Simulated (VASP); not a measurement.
Write the native input for VASP 6.6.1 that does the following.

```
Task                   : single point
Functional             : PBE
Potentials or basis    : VASP PAW PBE potentials, release 64 (Be, Li_sv)
Cutoff                 : 520 eV
k mesh                 : 9 × 9 × 9
Occupations            : fermi-dirac, width 0.05 eV
Spin                   : no spin polarisation
Dipole correction      : no
Further INCAR settings : ALGO = Normal; EDIFF = 1e-06; NBANDS = 10
```

The structure of LiBe lies in POSCAR:

```
LiBe
1.0
    2.7818889372      0.0000000000      0.0000000000
    0.0000000000      2.7818889372      0.0000000000
    0.0000000000      0.0000000000      2.7818889372
Be Li
1 1
Direct
    0.5000000000      0.5000000000      0.5000000000
    0.0000000000      0.0000000000      0.0000000000
```

One way to write it, as run:

INCAR

```
SYSTEM = LiBe
ALGO = Normal
EDIFF = 1E-6
ENCUT = 520
GGA = PE
ISIF = 2
ISMEAR = -1
LASPH = .TRUE.
LCHARG = .FALSE.
LREAL = .FALSE.
LWAVE = .FALSE.
NBANDS = 10
NELM = 60
PREC = Accurate
SIGMA = 0.05
```

KPOINTS

```
k-points
0
G
  9 9 9
  0 0 0
```

Potentials or basis: VASP PAW PBE potentials, release 64 (Be, Li_sv).

Command:

```bash
$ cat potpaw_PBE.64/Be/POTCAR potpaw_PBE.64/Li_sv/POTCAR > POTCAR
$ mpirun -np 1 vasp_std > vasp.out
```

It took 3.5 s on 1 thread of Intel Xeon 6975P-C, with other jobs on the host, peak memory 0.13 GiB.
